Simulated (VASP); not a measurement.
# TaH (P6/mmm) in VASP: further runs

The runs below take TaH through single point, relaxation of cell and atoms, with PBE.

Everything below comes from runs of VASP 6.6.1. Logs are shortened: lines on timing, memory, paths and dates and some standing lists are left out, and cuts for length are marked.

## (1) The cell of the first run

The structure is hexagonal, space group P6/mmm (No. 191). The conventional cell has a = 2.879 Å, b = 2.879 Å, c = 3.655 Å, α = 90.00°, β = 90.00°, γ = 120.00°. Within 2.4 Å of Ta (site symmetry 6/mmm) lie 2 H at 1.83 Å. Within 2.4 Å of H (site symmetry 6/mmm) lie 2 Ta at 1.83 Å.

## (2) Single point, PBE

The input, INCAR:

```
ALGO     = Normal         # electronic algorithm
EDIFF    = 1E-6           # SCF threshold, eV
ENCUT    = 520            # plane-wave cutoff, eV
GGA      = PE             # functional
ISIF     = 2              # what is computed and relaxed
ISMEAR   = 0              # smearing method
LASPH    = T              # aspherical terms in the spheres
LCHARG   = T              # write CHGCAR
LELF     = T              # ELF
LREAL    = F              # projectors in reciprocal space
LVHAR    = T            
LWAVE    = F              # write WAVECAR
NBANDS   = 13             # bands
NELM     = 100            # most SCF steps
PREC     = Accurate       # precision mode
SIGMA    = 0.1            # smearing width, eV
```

The input, KPOINTS:

```
k-points
0
Gamma
  24 24 16
```

The input, POSCAR:

```
TaH
1.0
    2.8793207335      0.0000000000      0.0000000000
   -1.4396603667      2.4935649008      0.0000000000
    0.0000000000      0.0000000000      3.6549334806
Ta H
1 1
Direct
    0.0000000000      0.0000000000      0.5000000000
    0.0000000000      0.0000000000      0.0000000000
```

Potentials or basis: VASP PAW PBE potentials, release 64 (Ta_pv, H).

Launch:

```
$ cat potpaw_PBE.64/Ta_pv/POTCAR potpaw_PBE.64/H/POTCAR > POTCAR
$ mpirun -np 1 vasp_std > vasp.out
```

OUTCAR:

```text
EDIFF = 1E-6
   ENCUT = 520
   GGA = PE
   ISIF = 2
   ISMEAR = 0
   LASPH = T
   LREAL = F
   NELM = 100
   PREC = Accurate

 ion  position               nearest neighbor table
   1  0.000  0.000  0.500-   2 1.83   2 1.83
   2  0.000  0.000  0.000-   1 1.83   1 1.83

  LATTYP: Found a hexagonal cell.
 ALAT       =     2.8793207335
 C/A-ratio  =     1.2693735151

  Lattice vectors:

 A1 = (   2.8793207335,   0.0000000000,   0.0000000000)
 A2 = (  -1.4396603667,   2.4935649008,   0.0000000000)
 A3 = (   0.0000000000,   0.0000000000,   3.6549334806)

Analysis of symmetry for initial positions (statically):
=====================================================================
 Subroutine PRICEL returns:
 Original cell was already a primitive cell.

 Routine SETGRP: Setting up the symmetry group for a
 hexagonal supercell.

 Subroutine GETGRP returns: Found 24 space group operations
 (whereof 24 operations were pure point group operations)
 out of a pool of 24 trial point group operations.

The static configuration has the point symmetry D_6h.

Analysis of symmetry for dynamics (positions and initial velocities):
=====================================================================
 Subroutine PRICEL returns:
 Original cell was already a primitive cell.

 Routine SETGRP: Setting up the symmetry group for a
 hexagonal supercell.

 Subroutine GETGRP returns: Found 24 space group operations
 (whereof 24 operations were pure point group operations)
 out of a pool of 24 trial point group operations.

The dynamic configuration has the point symmetry D_6h.

 Subroutine INISYM returns: Found 24 space group operations
 (whereof 24 operations are pure point group operations),
 and found     1 'primitive' translations

----------------------------------------------------------------------------------------

                                     Primitive cell

  volume of cell :      26.2416

  direct lattice vectors                    reciprocal lattice vectors
     2.879320734  0.000000000  0.000000000     0.347304136  0.200516136  0.000000000
    -1.439660367  2.493564901  0.000000000     0.000000000  0.401032273  0.000000000
     0.000000000  0.000000000  3.654933481     0.000000000  0.000000000  0.273602791

  length of vectors
     2.879320734  2.879320733  3.654933481     0.401032273  0.401032273  0.273602791

  position of ions in fractional coordinates (direct lattice)
     0.000000000  0.000000000  0.500000000
     0.000000000  0.000000000  0.000000000

  ion indices of the primitive-cell ions
   primitive index   ion index
                 1           1
                 2           2

----------------------------------------------------------------------------------------

 KPOINTS: k-points

Automatic generation of k-mesh.
 Grid dimensions read from file:
 generate k-points for:   24   24   16

 Generating k-lattice:

  Cartesian coordinates                     Fractional coordinates (reciprocal lattice)
     0.014471006  0.008354839  0.000000000     0.041666667  0.000000000  0.000000000
     0.000000000  0.016709678  0.000000000     0.000000000  0.041666667  0.000000000
     0.000000000  0.000000000  0.017100174     0.000000000  0.000000000  0.062500000

  Length of vectors
     0.016709678  0.016709678  0.017100174

  Shift w.r.t. Gamma in fractional coordinates (k-lattice)
     0.000000000  0.000000000  0.000000000

 Subroutine IBZKPT returns following result:
 ===========================================

 Found    549 irreducible k-points:

 Following reciprocal coordinates:
            Coordinates               Weight
  0.000000  0.000000  0.000000      1.000000
  0.041667  0.000000  0.000000      6.000000
  0.083333  0.000000  0.000000      6.000000
  0.125000  0.000000  0.000000      6.000000
  0.166667  0.000000  0.000000      6.000000
  0.208333 -0.000000  0.000000      6.000000
[... 16 lines left out ...]
  0.416667  0.041667  0.000000     12.000000
  0.458333  0.041667  0.000000     12.000000
 [... further k-points ...]
   k-points           NKPTS =    549   k-points in BZ     NKDIM =    549   number of bands    NBANDS=     13
   number of dos      NEDOS =    301   number of ions     NIONS =      2
   total plane-waves  NPLWV =  16128
   dimension x,y,z NGX =    24 NGY =   24 NGZ =   28
   dimension x,y,z NGXF=    48 NGYF=   48 NGZF=   56
   ions per type =               1   1
   NGX,Y,Z   is equivalent  to a cutoff of  13.86, 13.86, 12.74 a.u.
   NGXF,Y,Z  is equivalent  to a cutoff of  27.71, 27.71, 25.47 a.u.
 SYSTEM =  unknown system
   PREC   = accura    normal or accurate (medium, high low for compatibility)
   ISTART =      0    job   : 0-new  1-cont  2-samecut
   ICHARG =      2    charge: 1-file 2-atom 10-const
   ISPIN  =      1    spin polarized calculation?
   LNONCOLLINEAR =      F non collinear calculations
   LSORBIT =      F    spin-orbit coupling
   LASPH  =      T    aspherical Exc in radial PAW
   ENCUT  =  520.0 eV  38.22 Ry    6.18 a.u.   5.35  5.35  6.80*2*pi/ulx,y,z
   NELM   =    100;   NELMIN=  2; NELMDL= -5     # of ELM steps
   EDIFF  = 0.1E-05   stopping-criterion for ELM
   LREAL  =      F    real-space projection
   EDIFFG = 0.1E-04   stopping-criterion for IOM
   NSW    =      0    number of steps for IOM
   IBRION =     -1    ionic relax: 0-MD 1-quasi-New 2-CG
   NFREE  =      0    steps in history (QN), initial steepest desc. (CG)
   ISIF   =      2    stress and relaxation
   ISYM   =      2    0-nonsym 1-usesym 2-fastsym
   POTIM  = 0.5000    time-step for ionic-motion
   TEBEG  =    0.0;   TEEND  =   0.0 temperature during run
   PSTRESS=    0.0 pullay stress
   NELECT =      12.0000    total number of electrons
   NUPDOWN=      -1.0000    fix difference up-down
   EMIN   =  10.00;   EMAX   =-10.00  energy-range for DOS
   EFERMI =   0.00;   METHOD = LEGACY
   ISMEAR =     0;   SIGMA  =   0.10  broadening in eV -4-tet -1-fermi 0-gaus
   EFERMI_NEDOS =   21; number of points for ismear=-14 and -15
   IALGO  =     38    algorithm
   IMIX   =      4    mixing-type and parameters
     AMIX     =   0.40;   BMIX     =  1.00
     AMIX_MAG =   1.60;   BMIX_MAG =  1.00
  volume/ion in A,a.u.               =      13.12        88.54
  Fermi-wavevector in a.u.,A,eV,Ry     =   1.261262  2.383439 21.643888  1.590781
  Thomas-Fermi vector in A             =   2.394730
   LORBIT       =      0    0 simple, 1 ext, 2 COOP (PROOUT), +10 PAW based schemes
   GGA     = PE    functional components
   LHFCALC =     F    Hartree Fock is set to
   AEXX    =    0.0000 exact exchange contribution
   IVDW    =     0    specifies the selected vdW correction
   LEPSILON=     F    determine dielectric tensor
   LRPA    =     F    only Hartree local field effects (RPA)
 non-spin polarized calculation
 Gauss-broadening in eV      SIGMA  =   0.10
  energy-cutoff  :      520.00
  volume of cell :       26.24
 maximum number of plane-waves:       745
 NGX is ok and might be reduce to    24
   NGX = 11   NGY = 11   NGZ = 13

 number of electron      11.9999999 magnetization

 Free energy of the ion-electron system (eV)
  ---------------------------------------------------
  ext. energy  EPLUGINS =         0.00000000
  ---------------------------------------------------
  free energy    TOTEN  =       -13.78873057 eV

  energy without entropy =      -13.78234574  energy(sigma->0) =      -13.78553816

 E-fermi :   3.4078     XC(G=0): -11.0115

 val. band max:        3.4034124066   @ k =   0.2917   0.2083   0.0000
 cond. band min:       3.4128010845   @ k =   0.1667   0.0000   0.1875
 fundamental gap:      0.0093886778
 Fermi energy:         3.4078407803

 k-point     1 :       0.0000    0.0000    0.0000
  band No.  band energies     occupation
      1     -31.0392      2.00000
      2     -30.3258      2.00000
      3     -30.3258      2.00000
      4      -5.0700      2.00000
      5      -1.1432      2.00000
      6       4.2435      0.00000
      7       4.2435      0.00000
      8       7.8161      0.00000
      9       7.8161      0.00000
     10       9.5648      0.00000
     11      17.0534      0.00000
     12      17.2613      0.00000
     13      17.6304      0.00000

 k-point     2 :       0.0417    0.0000    0.0000
  band No.  band energies     occupation
      1     -31.0367      2.00000
      2     -30.3452      2.00000
      3     -30.3302      2.00000
      4      -5.0257      2.00000
      5      -1.0878      2.00000
      6       4.1688      0.00000
      7       4.3079      0.00000
      8       7.4835      0.00000
      9       7.7955      0.00000
     10       9.9296      0.00000
     11      17.2118      0.00000
     12      17.2512      0.00000
     13      17.6117      0.00000

 k-point     3 :       0.0833    0.0000    0.0000
  band No.  band energies     occupation
      1     -31.0293      2.00000
      2     -30.4019      2.00000
      3     -30.3430      2.00000
      4      -4.8964      2.00000
      5      -0.9244      2.00000
      6       3.9624      0.00000
      7       4.4997      0.00000
      8       6.8429      0.00000
      9       7.7357      0.00000
     10      10.6641      0.00000
     11      16.9794      0.00000
     12      17.3371      0.00000
     13      17.6439      0.00000
[... 305 lines left out ...]
 k-point    23 :       0.4167    0.0417    0.0000
  band No.  band energies     occupation
      1     -31.3438      2.00000
      2     -30.8940      2.00000
      3     -30.5785      2.00000
      4      -2.4239      2.00000
      5       0.2345      2.00000
      6       2.9235      2.00000
      7       4.3118      0.00000
      8       6.6976      0.00000
      9       9.5855      0.00000
     10      12.0723      0.00000
     11      15.2038      0.00000
     12      15.7056      0.00000
     13      15.8665      0.00000

 k-point    24 :       0.4583    0.0417    0.0000
  band No.  band energies     occupation
      1     -31.3767      2.00000
      2     -30.8889      2.00000
      3     -30.5870      2.00000
      4      -2.3144      2.00000
      5       0.1832      2.00000
      6       2.8356      2.00000
      7       4.4446      0.00000
      8       6.6630      0.00000
      9       9.9315      0.00000
     10      12.4032      0.00000
     11      14.6035      0.00000
     12      15.6047      0.00000
     13      15.7720      0.00000

 [... further k-points ...]
[... 5 lines left out ...]
  --------------------------------------------------------------------------------------
  -------------------------------------------------------------------------------------
  Total       -0.0090862     -0.0090862      0.0164692     -0.0000000      0.0000000     -0.0000000
  in kB       -0.5547594     -0.5547594      1.0055275     -0.0000000      0.0000000     -0.0000000
  external PRESSURE =      -0.0346638 kB  Pullay stress =       0.0000000 kB

 VOLUME and BASIS-vectors are now :
 -----------------------------------------------------------------------------
  energy-cutoff  :      520.00
  volume of cell :       26.24
      direct lattice vectors                 reciprocal lattice vectors
     2.879320734  0.000000000  0.000000000     0.347304136  0.200516136  0.000000000
    -1.439660367  2.493564901  0.000000000     0.000000000  0.401032273  0.000000000
     0.000000000  0.000000000  3.654933481     0.000000000  0.000000000  0.273602791

 POSITION                                       TOTAL-FORCE (eV/Angst)
 -----------------------------------------------------------------------------------
      0.00000      0.00000      1.82747         0.000000      0.000000      0.000000
      0.00000      0.00000      0.00000        -0.000000      0.000000      0.000000
 -----------------------------------------------------------------------------------
    total drift:                                0.000000      0.000000      0.000000

  FREE ENERGIE OF THE ION-ELECTRON SYSTEM (eV)
  ---------------------------------------------------
  free  energy   TOTEN  =       -13.7887305700 eV

  energy  without entropy=      -13.7823457411  energy(sigma->0) =      -13.78553816
```

Wall time 52 s (1 thread of Intel Xeon 6975P-C (Granite Rapids), shared host); peak memory 0.31 GiB.

What came out:

```yaml
Free_energy: -13.7887 eV
Pressure: 0.0 GPa
Band_gap_on_the_k_mesh: zero (band 6 reaches 4.34 eV, above the bottom of band 7 at 2.77 eV)
```

Levels at points of the mesh, in eV from the Fermi level:
| k point | band 4 | band 5 | band 6 | band 7 | band 8 | band 9 |
| --- | --- | --- | --- | --- | --- | --- |
| (0.00, 0.00, 0.00) | -8.48 | -4.55 | 0.84 | 0.84 | 4.41 | 4.41 |
| (0.50, 0.00, 0.00) | -5.73 | -3.29 | -0.60 | 1.10 | 3.34 | 6.60 |
| (0.00, 0.00, 0.50) | -5.46 | -4.98 | 0.93 | 0.93 | 1.80 | 3.78 |
| (0.50, 0.00, 0.50) | -3.27 | -2.68 | -1.97 | 2.45 | 2.98 | 3.89 |

Caveat: spin-orbit coupling is left out, which moves the levels of the heavy elements.

## (3) Relaxation of cell and atoms, PBE

This run uses another cell than the first one, of 13.09 Å³/atom, 0.998 times its volume.

The input, INCAR:

```
ALGO = Normal
EDIFF = 1E-6
EDIFFG = -0.01
ENCUT = 600
GGA = PE
IBRION = 2
ISIF = 3
ISMEAR = 0
LASPH = True
LCHARG = False
LREAL = False
LWAVE = False
NELM = 100
NSW = 100
PREC = Accurate
SIGMA = 0.1
```

KPOINTS is that of step 2.

The input, POSCAR:

```
TaH
1.0
    2.8678101594      0.0000000000      0.0000000000
   -1.4339050797      2.4835964513      0.0000000000
    0.0000000000      0.0000000000      3.6762133563
Ta H
1 1
Direct
    0.0000000000      0.0000000000      0.5000000000
    0.0000000000      0.0000000000      0.0000000000
```

Potentials or basis: VASP PAW PBE potentials, release 64 (Ta_pv, H).

Launch:

```
$ cat potpaw_PBE.64/Ta_pv/POTCAR potpaw_PBE.64/H/POTCAR > POTCAR
$ mpirun -np 1 vasp_std > vasp.out
```

It took 94 s on 1 thread of Intel Xeon 6975P-C (Granite Rapids), shared host; peak memory 0.33 GiB.

Results (log left out):

```
Free energy                            : -13.7895 eV
Relaxed volume                         : 13.13 Å³/atom
Relaxed cell                           : a = 2.879 Å, b = 2.879 Å, c = 3.658 Å, α = 90.00°, β = 90.00°, γ = 120.00°
Space group after relaxing (to 0.05 Å) : P6/mmm (No. 191)
Energy gained by relaxing              : 0.5 meV/atom
Ionic steps                            : 4
Pressure after relaxing                : -0.1 GPa
Band gap on the k mesh                 : zero (band 6 reaches 4.33 eV, above the bottom of band 7 at 2.76 eV)
```

The path:
```
step  energy change (eV)  largest force (eV/Å)  pressure (GPa)  volume (Å³)
   1              0.0000                0.0000            0.23        26.18
   2             -0.0009                0.0000           -0.02        26.25
   3             -0.0010                0.0000           -0.10        26.28
   4             -0.0010                0.0000           -0.09        26.27
```

Final structure:
```
Ta H
1.0
     2.87947    0.00000    0.00000
    -1.43973    2.49369    0.00000
     0.00000    0.00000    3.65840
Ta H
1 1
Cartesian
  0.0000 0.0000 1.8292
  0.0000 0.0000 0.0000
```

Levels at points of the mesh, in eV from the Fermi level:
| k point | band 4 | band 5 | band 6 | band 7 | band 8 | band 9 |
| --- | --- | --- | --- | --- | --- | --- |
| (0.00, 0.00, 0.00) | -8.47 | -4.55 | 0.84 | 0.84 | 4.41 | 4.41 |
| (0.50, 0.00, 0.00) | -5.71 | -3.29 | -0.61 | 1.10 | 3.34 | 6.60 |
| (0.00, 0.00, 0.50) | -5.46 | -4.97 | 0.93 | 0.93 | 1.79 | 3.78 |
| (0.50, 0.00, 0.50) | -3.27 | -2.67 | -1.97 | 2.45 | 2.97 | 3.88 |

Caveat: spin-orbit coupling is left out, which moves the levels of the heavy elements.
